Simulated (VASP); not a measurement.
The system is Si3B4.

```xyz
14
Lattice="7.6500 0.0000 0.0000 -3.8250 6.6251 0.0000 0.0000 0.0000 2.9300" Properties=species:S:1:pos:R:3 pbc="T T T"
Si    3.6070    3.9419    2.1975
Si    5.4353    1.5304    2.1975
Si    1.3923    5.4723    0.7325
Si    0.2180    2.6832    0.7325
Si   -1.6103    5.0947    0.7325
Si    2.4327    1.1528    2.1975
B     2.7999    4.4388    0.7325
B     6.2692    1.9809    0.7325
B     1.4191    6.4197    2.1975
B     1.0251    2.1863    2.1975
B    -2.4442    4.6442    2.1975
B     2.4059    0.2054    0.7325
B     0.0000    4.4167    0.7325
B     3.8250    2.2084    2.1975
```

- Program: VASP 6.6.1
- Task: relaxation of cell and atoms
- Functional: PBE
- Potentials or basis: VASP PAW PBE potentials, release 64 (Si, B)
- Cutoff: 600 eV
- k mesh: 3 × 3 × 5
- Occupations: gaussian, width 0.2 eV
- Spin: no spin polarisation

At the start: pressure 89.3 GPa; volume 10.61 Å³/atom.

How do energy, volume and symmetry change on relaxing?

Over 9 steps the energy falls by 1143.8 meV/atom and the volume is 16.15 Å³/atom (+52.3 %); space group P6_3/m (No. 176, to 0.05 Å).

The path:
```tsv
step	energy change (eV)	largest force (eV/Å)	pressure (GPa)	volume (Å³)
1	0.0000	0.8251	89.26	148.50
2	-9.9633	0.4102	-16.48	315.08
3	-15.9238	0.3724	-0.51	228.61
4	-15.9251	0.3672	0.26	226.78
5	-15.9677	0.1385	0.13	226.90
6	-15.9707	0.1655	0.10	226.94
7	-16.0006	0.1168	-0.24	227.25
8	-16.0066	0.1274	-0.47	227.44
9	-16.0129	0.0645	0.04	226.11
```

Final structure:
```
Si B
1.0
     8.67753    0.00000    0.00000
    -4.33876    7.51496    0.00000
     0.00000    0.00000    3.46738
Si B
6 8
Cartesian
  4.0361 4.5046 2.6005
  6.2218 1.7673 2.6005
  1.5804 6.2719 0.8668
  0.3027 3.0103 0.8668
  -1.8831 5.7476 0.8668
  2.7584 1.2430 2.6005
  3.1934 5.0482 0.8668
  7.1139 2.2252 0.8668
  1.6299 7.2735 2.6005
  1.1453 2.4667 2.6005
  -2.7752 5.2897 2.6005
  2.7089 0.2415 0.8668
  0.0000 5.0100 0.8668
  4.3388 2.5050 2.6005
```

Caveat: the k points lie up to 0.36 Å⁻¹ apart in the final cell; the volume moved by over 15 % at a fixed basis, so the end points are rough; the relaxation stopped at a loose force limit of 0.08 eV/Å, so its end isn't a converged minimum.
